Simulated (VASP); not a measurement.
## Na16H (a cell with a defect): single point with PBE

System: Na16H (a cell with a defect).

```
Na H
1.0
     8.46000    0.00000    0.00000
     0.00000    8.46000    0.00000
     0.00000    0.00000    8.46000
Na H
16 1
Cartesian
  0.0457 0.0035 0.1453
  4.0794 0.0022 -0.0856
  -0.0472 4.2314 0.0952
  0.0422 0.0033 4.0847
  2.2706 2.2068 2.1178
  4.3230 4.2309 -0.1004
  4.0786 0.0022 4.3196
  6.2927 1.9847 2.1189
  -0.0478 4.2314 4.1378
  2.2702 6.2559 2.1178
  2.0119 2.2049 6.3460
  4.3230 4.2308 4.3344
  6.2902 6.4748 2.1191
  6.3970 2.0205 6.3464
  2.0120 6.2585 6.3460
  6.3963 6.4417 6.3465
  7.3892 0.0003 2.1127
```

* Program: VASP 6.6.1
* Task: single point
* Functional: PBE
* Potentials or basis: VASP PAW PBE potentials, release 64 (Na_pv, H)
* Cutoff: 520 eV
* k mesh: 2 × 2 × 2
* Occupations: gaussian, width 0.15 eV
* Spin: no spin polarisation
* Dipole correction: no
* Further INCAR settings: LREAL = Auto; ALGO = Normal; EDIFF = 1e-07; NBANDS = 70

```json
{"Pressure": "-0.1 GPa", "Largest force": "0.012 eV/Å", "Band gap on the k mesh": "zero (an odd number of electrons rules out a gap without spin polarisation)"}
```

Forces on the atoms (eV/Å):
```
Na  -0.005 -0.002  0.003
Na   0.000  0.000 -0.002
Na  -0.002  0.000  0.001
Na  -0.003 -0.002 -0.002
Na  -0.001  0.002  0.000
Na  -0.001  0.000  0.001
Na   0.000  0.000  0.003
Na   0.005 -0.004 -0.002
Na  -0.001  0.000  0.000
Na  -0.001 -0.001  0.000
Na   0.002  0.001  0.000
Na  -0.001  0.000  0.000
Na   0.008  0.008 -0.002
Na   0.000  0.000  0.000
Na   0.002 -0.001  0.000
Na   0.001  0.000  0.000
H   -0.004 -0.001  0.003
```

Levels at points of the mesh, in eV from the Fermi level:
```tsv
k point	band 54	band 55	band 56	band 57	band 58	band 59
(0.00, 0.00, 0.00)	-0.99	-0.96	-0.17	0.85	0.87	0.87
(0.50, 0.00, 0.00)	-0.48	-0.47	-0.46	-0.46	-0.44	0.50
(0.00, 0.50, 0.00)	-0.47	-0.46	-0.46	-0.46	-0.44	0.52
(0.00, 0.00, 0.50)	-0.47	-0.46	-0.46	-0.45	-0.44	0.52
(0.50, 0.50, 0.00)	0.03	0.03	0.04	0.04	0.05	0.06
(0.00, 0.50, 0.50)	0.05	0.05	0.05	0.05	0.05	0.05
(0.50, 0.00, 0.50)	0.03	0.03	0.04	0.04	0.05	0.06
(0.50, 0.50, 0.50)	-1.51	-1.49	-1.49	0.15	2.28	2.28
```

Wall time 11 min on 1 thread of Intel Xeon 8259CL, on a shared host, peak memory 0.64 GiB.

Caveat: the k points lie up to 0.37 Å⁻¹ apart, too coarse for converged energies and pressures of a metal.
